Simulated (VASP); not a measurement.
Input of a VASP 6.6.1 run:

The input INCAR:

```
SYSTEM = MgO
  PREC = Accurate
  ENCUT = 520
  EDIFF = 1E-7
  ISMEAR = 0
  SIGMA = 0.01
  LREAL = .FALSE.
  LASPH = .TRUE.
  NELM = 100
  ALGO = Normal
  ISIF = 2
  LWAVE = .FALSE.
  LCHARG = .FALSE.
  GGA = PS
  NBANDS = 11
```

File KPOINTS:

```
regular mesh
0
G
  10 10 10
  0 0 0
```

The input POSCAR:

```
MgO
1.0
    0.0000000000      2.1028344119      2.1028344119
    2.1028344119      0.0000000000      2.1028344119
    2.1028344119      2.1028344119      0.0000000000
Mg O
1 1
Direct
    0.0000000000      0.0000000000      0.0000000000
    0.5000000000      0.5000000000      0.5000000000
```

Potentials or basis: VASP PAW PBE potentials, release 64 (Mg, O).

The run is started by

```sh
$ cat potpaw_PBE.64/Mg/POTCAR potpaw_PBE.64/O/POTCAR > POTCAR
$ mpirun -np 1 vasp_std > vasp.out
```

Predict the band gap on the k mesh.

4.68 eV, direct.

Predict the pressure.

0.5 GPa.

Caveat: the PAW data sets were made with another functional, which shifts forces and pressure a little. PBEsol gaps usually lie below the measured ones, often by a third to a half.
